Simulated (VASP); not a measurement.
# Pd2F (P6/mmm) in VASP: a series of runs

Pd2F is run at these levels: PBE; tasks: single point, relaxation of cell and atoms.

All numbers are computed with VASP 6.6.1; they aren't measurements. Logs are shortened: lines on timing, memory, paths and dates and some standing lists are left out, and cuts for length are marked.

**1. The cell of the first run**

It takes space group P6/mmm (No. 191, hexagonal). Conventional cell: a = 4.379 Å, b = 4.379 Å, c = 2.654 Å, α = 90.00°, β = 90.00°, γ = 120.00°. Within 3.3 Å of Pd (site symmetry -6m2) lie 5 Pd at 2.53 to 2.65 Å and 6 F at 2.86 Å. F (site symmetry 6/mmm) has 2 F at 2.65 Å and 12 Pd at 2.86 Å within 3.5 Å.

**2. Single point, PBE**

Contents of INCAR:

```
SYSTEM = Pd2F
PREC     = Accurate       ! precision mode
ENCUT    = 520            ! plane-wave cutoff, eV
EDIFF    = 1E-6           ! SCF threshold, eV
ISMEAR   = 0              ! smearing method
SIGMA    = 0.1            ! smearing width, eV
LREAL    = .FALSE.        ! projectors in reciprocal space
LASPH    = .TRUE.         ! aspherical terms in the spheres
NELM     = 60             ! most SCF steps
ALGO     = Normal         ! electronic algorithm
ISIF     = 2              ! what is computed and relaxed
LWAVE    = .FALSE.        ! write WAVECAR
LCHARG   = .FALSE.        ! write CHGCAR
GGA      = PE             ! functional
NBANDS   = 20             ! bands
```

Contents of KPOINTS:

```
Automatic mesh
0
G
  12 12 18
  0 0 0
```

Contents of POSCAR:

```
Pd2F
1.0
    4.3791631202      0.0000000000      0.0000000000
   -2.1895815601      3.7924665094      0.0000000000
    0.0000000000      0.0000000000      2.6538981264
Pd F
2 1
Direct
    0.3333333333      0.6666666667      0.5000000000
    0.6666666667      0.3333333333      0.5000000000
    0.0000000000      0.0000000000      0.0000000000
```

Potentials or basis: VASP PAW PBE potentials, release 64 (Pd, F).

On the command line:

```console
$ cat potpaw_PBE.64/Pd/POTCAR potpaw_PBE.64/F/POTCAR > POTCAR
$ mpirun -np 1 vasp_std > vasp.out
```

OUTCAR:

```text
SYSTEM = Pd2F
   PREC = Accurate
   ENCUT = 520
   EDIFF = 1E-6
   ISMEAR = 0
   LREAL = .FALSE.
   LASPH = .TRUE.
   NELM = 60
   ISIF = 2
   GGA = PE

 ion  position               nearest neighbor table
   1  0.333  0.667  0.500-   2 2.53   2 2.53   2 2.53
   2  0.667  0.333  0.500-   1 2.53   1 2.53   1 2.53
   3  0.000  0.000  0.000-

  LATTYP: Found a hexagonal cell.
 ALAT       =     4.3791631202
 C/A-ratio  =     0.6060286072

  Lattice vectors:

 A1 = (   4.3791631202,   0.0000000000,   0.0000000000)
 A2 = (  -2.1895815601,   3.7924665094,   0.0000000000)
 A3 = (   0.0000000000,   0.0000000000,   2.6538981264)

Analysis of symmetry for initial positions (statically):
=====================================================================
 Subroutine PRICEL returns:
 Original cell was already a primitive cell.

 Routine SETGRP: Setting up the symmetry group for a
 hexagonal supercell.

 Subroutine GETGRP returns: Found 24 space group operations
 (whereof 24 operations were pure point group operations)
 out of a pool of 24 trial point group operations.

The static configuration has the point symmetry D_6h.

Analysis of symmetry for dynamics (positions and initial velocities):
=====================================================================
 Subroutine PRICEL returns:
 Original cell was already a primitive cell.

 Routine SETGRP: Setting up the symmetry group for a
 hexagonal supercell.

 Subroutine GETGRP returns: Found 24 space group operations
 (whereof 24 operations were pure point group operations)
 out of a pool of 24 trial point group operations.

The dynamic configuration has the point symmetry D_6h.

 Subroutine INISYM returns: Found 24 space group operations
 (whereof 24 operations are pure point group operations),
 and found     1 'primitive' translations

----------------------------------------------------------------------------------------

                                     Primitive cell

  volume of cell :      44.0755

  direct lattice vectors                    reciprocal lattice vectors
     4.379163120  0.000000000  0.000000000     0.228354134  0.131840320  0.000000000
    -2.189581560  3.792466509  0.000000000     0.000000000  0.263680641  0.000000000
     0.000000000  0.000000000  2.653898126     0.000000000  0.000000000  0.376804215

  length of vectors
     4.379163120  4.379163120  2.653898126     0.263680641  0.263680641  0.376804215

  position of ions in fractional coordinates (direct lattice)
[... 74 lines left out ...]
   ICHARG =      2    charge: 1-file 2-atom 10-const
   ISPIN  =      1    spin polarized calculation?
   LNONCOLLINEAR =      F non collinear calculations
   LSORBIT =      F    spin-orbit coupling
   LASPH  =      T    aspherical Exc in radial PAW
   ENCUT  =  520.0 eV  38.22 Ry    6.18 a.u.   8.14  8.14  4.93*2*pi/ulx,y,z
   NELM   =     60;   NELMIN=  2; NELMDL= -5     # of ELM steps
   EDIFF  = 0.1E-05   stopping-criterion for ELM
   LREAL  =      F    real-space projection
   EDIFFG = 0.1E-04   stopping-criterion for IOM
   NSW    =      0    number of steps for IOM
   IBRION =     -1    ionic relax: 0-MD 1-quasi-New 2-CG
   NFREE  =      0    steps in history (QN), initial steepest desc. (CG)
   ISIF   =      2    stress and relaxation
   ISYM   =      2    0-nonsym 1-usesym 2-fastsym
   POTIM  = 0.5000    time-step for ionic-motion
   TEBEG  =    0.0;   TEEND  =   0.0 temperature during run
   PSTRESS=    0.0 pullay stress
   NELECT =      27.0000    total number of electrons
   NUPDOWN=      -1.0000    fix difference up-down
   EMIN   =  10.00;   EMAX   =-10.00  energy-range for DOS
   EFERMI =   0.00;   METHOD = LEGACY
   ISMEAR =     0;   SIGMA  =   0.10  broadening in eV -4-tet -1-fermi 0-gaus
   EFERMI_NEDOS =   21; number of points for ismear=-14 and -15
   IALGO  =     38    algorithm
   IMIX   =      4    mixing-type and parameters
     AMIX     =   0.40;   BMIX     =  1.00
     AMIX_MAG =   1.60;   BMIX_MAG =  1.00
  volume/ion in A,a.u.               =      14.69        99.15
  Fermi-wavevector in a.u.,A,eV,Ry     =   1.390370  2.627418 26.301812  1.933129
  Thomas-Fermi vector in A             =   2.514312
   LORBIT       =      0    0 simple, 1 ext, 2 COOP (PROOUT), +10 PAW based schemes
   GGA     = PE    functional components
   LHFCALC =     F    Hartree Fock is set to
   AEXX    =    0.0000 exact exchange contribution
   IVDW    =     0    specifies the selected vdW correction
   LEPSILON=     F    determine dielectric tensor
   LRPA    =     F    only Hartree local field effects (RPA)
 non-spin polarized calculation
 Gauss-broadening in eV      SIGMA  =   0.10
  energy-cutoff  :      520.00
  volume of cell :       44.08
 maximum number of plane-waves:      1210
 NGX is ok and might be reduce to    36
   NGX = 17   NGY = 17   NGZ =  9

 number of electron      26.9999995 magnetization

 Free energy of the ion-electron system (eV)
  ---------------------------------------------------
  ext. energy  EPLUGINS =         0.00000000
  ---------------------------------------------------
  free energy    TOTEN  =       -12.17952601 eV

  energy without entropy =      -12.15754881  energy(sigma->0) =      -12.16853741

 E-fermi :   5.6527     XC(G=0): -11.7183

 val. band max:        5.6518481334   @ k =   0.3333   0.1667   0.0000
 cond. band min:       5.6537459765   @ k =   0.2500   0.1667   0.0556
 fundamental gap:      0.0018978431
 Fermi energy:         5.6526826279

 k-point     1 :       0.0000    0.0000    0.0000
  band No.  band energies     occupation
      1     -15.7476      2.00000
      2       1.2788      2.00000
      3       1.4772      2.00000
      4       1.4772      2.00000
      5       2.1753      2.00000
      6       2.5117      2.00000
[... 541 lines left out ...]
     19      20.1212      0.00000
     20      20.9808      0.00000

 [... further k-points ...]
[... 5 lines left out ...]
  --------------------------------------------------------------------------------------
  -------------------------------------------------------------------------------------
  Total       -0.1109244     -0.1109244     -0.0990439      0.0000000     -0.0000000      0.0000000
  in kB       -4.0321858     -4.0321858     -3.6003203      0.0000000     -0.0000000      0.0000000
  external PRESSURE =      -3.8882307 kB  Pullay stress =       0.0000000 kB

 VOLUME and BASIS-vectors are now :
 -----------------------------------------------------------------------------
  energy-cutoff  :      520.00
  volume of cell :       44.08
      direct lattice vectors                 reciprocal lattice vectors
     4.379163120  0.000000000  0.000000000     0.228354134  0.131840320  0.000000000
    -2.189581560  3.792466509  0.000000000     0.000000000  0.263680641  0.000000000
     0.000000000  0.000000000  2.653898126     0.000000000  0.000000000  0.376804215

 POSITION                                       TOTAL-FORCE (eV/Angst)
 -----------------------------------------------------------------------------------
     -0.00000      2.52831      1.32695         0.000000     -0.000000     -0.000000
      2.18958      1.26416      1.32695        -0.000000      0.000000      0.000000
      0.00000      0.00000      0.00000         0.000000      0.000000      0.000000
 -----------------------------------------------------------------------------------
    total drift:                                0.000000      0.000000     -0.000000

  FREE ENERGIE OF THE ION-ELECTRON SYSTEM (eV)
  ---------------------------------------------------
  free  energy   TOTEN  =       -12.1795260130 eV

  energy  without entropy=      -12.1575488055  energy(sigma->0) =      -12.16853741
```

stdout:

```text
POSCAR found type information on POSCAR PdF
 POSCAR found :  2 types and       3 ions
 scaLAPACK will be used
 LDA part: xc-table for (Slater+PW92), standard interpolation
 POSCAR, INCAR and KPOINTS ok, starting setup
 FFT: planning ... GRIDC
 FFT: planning ... GRID_SOFT
 FFT: planning ... GRID
 WAVECAR not read
 entering main loop
```

Run time: 82 s. Hardware: 1 thread of AMD EPYC 9R45 (Zen 5), shared host; peak memory 0.25 GiB.

Results:

```
Free energy            : -12.1795 eV
Pressure               : -0.4 GPa
Band gap on the k mesh : zero (an odd number of electrons rules out a gap without spin polarisation)
```

Levels at points of the mesh, in eV from the Fermi level:
| k point | band 9 | band 10 | band 11 | band 12 | band 13 | band 14 | band 15 | band 16 | band 17 | band 18 |
| --- | --- | --- | --- | --- | --- | --- | --- | --- | --- | --- |
| (0.00, 0.00, 0.00) | -1.52 | -1.27 | -1.27 | -0.65 | -0.65 | -0.11 | -0.11 | 6.58 | 6.58 | 10.14 |
| (0.50, 0.00, 0.00) | -1.40 | -1.21 | -0.70 | -0.47 | -0.40 | 0.04 | 0.78 | 2.10 | 5.95 | 10.65 |
| (0.00, 0.00, 0.50) | -1.66 | -1.66 | -1.51 | -0.81 | -0.81 | 1.07 | 2.31 | 5.87 | 10.65 | 12.21 |
| (0.50, 0.00, 0.50) | -1.65 | -1.51 | -1.34 | -0.20 | 0.51 | 0.52 | 5.54 | 6.35 | 6.93 | 7.40 |

Caveat: an odd number of electrons without spin polarisation forces a metal; a magnetic or distorted state may lie lower.

**3. Relaxation of cell and atoms, PBE**

Contents of INCAR:

```
SYSTEM = Pd2F
ALGO = Normal ; EDIFF = 1E-6
EDIFFG = -0.01 ; ENCUT = 600
GGA = PE ; IBRION = 2
ISIF = 3 ; ISMEAR = 0
LASPH = .True. ; LCHARG = .False.
LREAL = .False. ; LWAVE = .False.
NELM = 100 ; NSW = 100
PREC = Accurate ; SIGMA = 0.1
```

Contents of KPOINTS:

```
k-points
0
Gamma
  12 12 18
  0 0 0
```

Contents of POSCAR:

```
Pd2F
1.0
    4.3746004274      0.0000000000      0.0000000000
   -2.1873002137      3.7885151015      0.0000000000
    0.0000000000      0.0000000000      2.6615427729
Pd F
2 1
Direct
    0.3333333333      0.6666666667      0.5000000000
    0.6666666667      0.3333333333      0.5000000000
    0.0000000000      0.0000000000      0.0000000000
```

Potentials or basis: VASP PAW PBE potentials, release 64 (Pd, F).

On the command line:

```console
$ cat potpaw_PBE.64/Pd/POTCAR potpaw_PBE.64/F/POTCAR > POTCAR
$ mpirun -np 1 vasp_std > vasp.out
```

OUTCAR:

```text
SYSTEM = Pd2F
   EDIFF = 1E-6
   EDIFFG = -0.01
   ENCUT = 600
   GGA = PE
   IBRION = 2
   ISIF = 3
   ISMEAR = 0
   LASPH = .True.
   LREAL = .False.
   NELM = 100
   NSW = 100
   PREC = Accurate

 ion  position               nearest neighbor table
   1  0.333  0.667  0.500-   2 2.53   2 2.53   2 2.53
   2  0.667  0.333  0.500-   1 2.53   1 2.53   1 2.53
   3  0.000  0.000  0.000-

  LATTYP: Found a hexagonal cell.
 ALAT       =     4.3746004274
 C/A-ratio  =     0.6084082003

  Lattice vectors:

 A1 = (   4.3746004274,   0.0000000000,   0.0000000000)
 A2 = (  -2.1873002137,   3.7885151015,   0.0000000000)
 A3 = (   0.0000000000,   0.0000000000,   2.6615427729)

Analysis of symmetry for initial positions (statically):
=====================================================================
 Subroutine PRICEL returns:
 Original cell was already a primitive cell.

 Routine SETGRP: Setting up the symmetry group for a
 hexagonal supercell.

 Subroutine GETGRP returns: Found 24 space group operations
 (whereof 24 operations were pure point group operations)
 out of a pool of 24 trial point group operations.

The static configuration has the point symmetry D_6h.
[... 168 lines left out ...]

  FORCE on cell =-STRESS in cart. coord.  units (eV):
  Direction    XX          YY          ZZ          XY          YZ          ZX
  --------------------------------------------------------------------------------------
  -------------------------------------------------------------------------------------
  Total       -0.0627884     -0.0627884     -0.2698271     -0.0000000     -0.0000000     -0.0000000
  in kB       -2.2805984     -2.2805984     -9.8006606     -0.0000000     -0.0000000     -0.0000000
  external PRESSURE =      -4.7872858 kB  Pullay stress =       0.0000000 kB
[... 172 lines left out ...]
--------------------------------------- Ionic step        6  -------------------------------------------

 number of electron      27.0000000 magnetization

 Free energy of the ion-electron system (eV)
  ---------------------------------------------------
  ext. energy  EPLUGINS =         0.00000000
  ---------------------------------------------------
  free energy    TOTEN  =       -12.18086278 eV

  energy without entropy =      -12.15898617  energy(sigma->0) =      -12.16992448

 E-fermi :   5.7081     XC(G=0): -11.7419

 val. band max:        5.7078780478   @ k =   0.3333   0.0833   0.0000
 cond. band min:       5.7100887484   @ k =   0.2500   0.1667   0.0556
 fundamental gap:      0.0022107006
 Fermi energy:         5.7081458292

 k-point     1 :       0.0000    0.0000    0.0000
  band No.  band energies     occupation
      1     -15.7155      2.00000
      2       1.3071      2.00000
      3       1.5038      2.00000
      4       1.5038      2.00000
      5       2.2144      2.00000
      6       2.5456      2.00000
[... 457 lines left out ...]
      4       1.7542      2.00000
      5       2.3442      2.00000
      6       2.4200      2.00000
[... 9 lines left out ...]
     16       9.2876      0.00000
     17      11.9009      0.00000

 [... further k-points ...]
[... 5 lines left out ...]
  --------------------------------------------------------------------------------------
  -------------------------------------------------------------------------------------
  Total       -0.0097268     -0.0097268     -0.0025033      0.0000000     -0.0000000      0.0000000
  in kB       -0.3550122     -0.3550122     -0.0913670      0.0000000     -0.0000000      0.0000000
  external PRESSURE =      -0.2671305 kB  Pullay stress =       0.0000000 kB
[... 18 lines left out ...]
  FREE ENERGIE OF THE ION-ELECTRON SYSTEM (eV)
  ---------------------------------------------------
  free  energy   TOTEN  =       -12.1808627810 eV

  energy  without entropy=      -12.1589861707  energy(sigma->0) =      -12.16992448

 reached required accuracy - stopping structural energy minimisation
```

CONTCAR:

```text
Pd2F
   1.00000000000000
     4.3737015166145108    0.0000000000000000    0.0000000000000000
    -2.1868507583072554    3.7877366219240520    0.0000000000000000
     0.0000000000000000   -0.0000000000000000    2.6497599349656120
  Pd              F
     2     1
Direct
     0.3333333332999970    0.6666666667000030    0.5000000000000000
     0.6666666667000030    0.3333333332999970    0.5000000000000000
     1.0000000000000000    1.0000000000000000    1.0000000000000000

  0.00000000E+00  0.00000000E+00  0.00000000E+00
  0.00000000E+00  0.00000000E+00  0.00000000E+00
  0.00000000E+00  0.00000000E+00  0.00000000E+00
```

It took 3.7 min on 1 thread of AMD EPYC 9R45 (Zen 5), shared host; peak memory 0.28 GiB.

Results:

```yaml
Free_energy: -12.1809 eV
Relaxed_volume: 14.63 Å³/atom
Relaxed_cell: a = 4.374 Å, b = 4.374 Å, c = 2.650 Å, α = 90.00°, β = 90.00°, γ = 120.00°
Space_group_after_relaxing_to_0.1_Å: P6/mmm (No. 191)
Energy_gained_by_relaxing: 0.2 meV/atom
Ionic_steps: 6
Pressure_after_relaxing: 0.0 GPa
Band_gap_on_the_k_mesh: zero (an odd number of electrons rules out a gap without spin polarisation)
```

Step by step:
```csv
step,energy change (eV),largest force (eV/Å),pressure (GPa),volume (Å³)
1,0.0000,0.0000,-0.48,44.11
2,-0.0006,0.0000,0.13,43.83
3,-0.0006,0.0000,0.11,43.85
4,-0.0006,0.0000,0.07,43.87
5,-0.0006,0.0000,0.08,43.86
6,-0.0006,0.0000,-0.03,43.90
```

Final structure:
```
Pd F
1.0
     4.37370    0.00000    0.00000
    -2.18685    3.78774    0.00000
     0.00000    0.00000    2.64976
Pd F
2 1
Direct
  0.33333 0.66667 0.50000
  0.66667 0.33333 0.50000
  0.00000 0.00000 0.00000
```

Levels at points of the mesh, in eV from the Fermi level:
```tsv
k point	band 11	band 12	band 13	band 14	band 15	band 16
(0.00, 0.00, 0.00)	-1.28	-0.65	-0.65	-0.11	-0.11	6.59
(0.50, 0.00, 0.00)	-0.70	-0.47	-0.40	0.04	0.77	2.11
(0.00, 0.00, 0.50)	-1.52	-0.82	-0.82	1.08	2.31	5.90
(0.50, 0.00, 0.50)	-1.35	-0.20	0.51	0.53	5.55	6.38
```

Caveat: an odd number of electrons without spin polarisation forces a metal; a magnetic or distorted state may lie lower.
